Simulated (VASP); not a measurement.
Here is a VASP 6.6.1 calculation.

The input INCAR:

```
SYSTEM = Br
PREC = Accurate
ENCUT = 520
EDIFF = 1E-6
ISMEAR = -1
SIGMA = 0.08
LREAL = .False.
LASPH = .True.
NELM = 60
ALGO = Normal
ISIF = 2
LWAVE = .False.
LCHARG = .False.
GGA = CA
NBANDS = 14
```

File KPOINTS:

```
regular mesh
0
Gamma
  11 11 11
  0 0 0
```

POSCAR

```
Br
1.0
    0.0000000000      2.5778272602      2.5778272602
    2.5778272602      0.0000000000      2.5778272602
    2.5778272602      2.5778272602      0.0000000000
Br
2
Direct
   -0.1250000000     -0.1250000000     -0.1250000000
    0.1250000000      0.1250000000      0.1250000000
```

Potentials or basis: VASP PAW LDA potentials, release 64 (Br).

The run is started by

```sh
$ cat potpaw_LDA.64/Br/POTCAR > POTCAR
$ mpirun -np 1 vasp_std > vasp.out
```

What does it give for the pressure?

95.5 GPa.

Estimate the band gap on the k mesh.

zero (band 7 reaches 11.46 eV, above the bottom of band 8 at 5.56 eV).
